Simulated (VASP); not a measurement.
Write the native input for VASP 6.6.1 that does the following.

```yaml
Task: single point
Functional: PBEsol
Potentials_or_basis: VASP PAW PBE potentials, release 64 (Ti_sv, C)
Cutoff: 520 eV
k_mesh: 18 × 18 × 18
Occupations: gaussian, width 0.15 eV
Spin: no spin polarisation
Dipole_correction: no
Further_INCAR_settings: ALGO = Normal; EDIFF = 1e-06; NBANDS = 15
```

The structure of TiC lies in POSCAR:

```
TiC
1.0
    0.0000000000      2.1315400000      2.1964600000
    2.1315400000      0.0000000000      2.1964600000
    2.1315400000      2.1315400000      0.0000000000
Ti C
1 1
Direct
    0.0000000000      0.0000000000      0.0000000000
    0.5000000000      0.5000000000      0.5000000000
```

This cell differs from its parent crystal: strain -0.015 along x and y, +0.015 along z.

The input as run:

INCAR

```
PREC = Accurate
ENCUT = 520
EDIFF = 1E-6
ISMEAR = 0
SIGMA = 0.15
LREAL = F
LASPH = T
NELM = 60
ALGO = Normal
ISIF = 2
LWAVE = F
LCHARG = F
GGA = PS
NBANDS = 15
```

KPOINTS

```
Automatic mesh
0
Gamma
  18 18 18
```

Potentials or basis: VASP PAW PBE potentials, release 64 (Ti_sv, C).

The run is started by

```console
$ cat potpaw_PBE.64/Ti_sv/POTCAR potpaw_PBE.64/C/POTCAR > POTCAR
$ mpirun -np 1 vasp_std > vasp.out
```

Results of the run:

```json
{
 "Pressure": "-1.6 GPa",
 "Band gap on the k mesh": "zero (bands 8 and 9 overlap by 1.25 eV)"
}
```

Caveat: the cell differs from its parent crystal (strain -0.015 along x and y, +0.015 along z); the stress differs along the axes, from -10 to 2 GPa; the PAW data sets were made with another functional, which shifts forces and pressure a little.

It took 2.2 min on 1 thread of Intel(R) Xeon(R) Platinum 8259CL CPU @ 2.50GHz (Skylake/Cascade Lake) (shared host), peak memory 0.26 GiB.
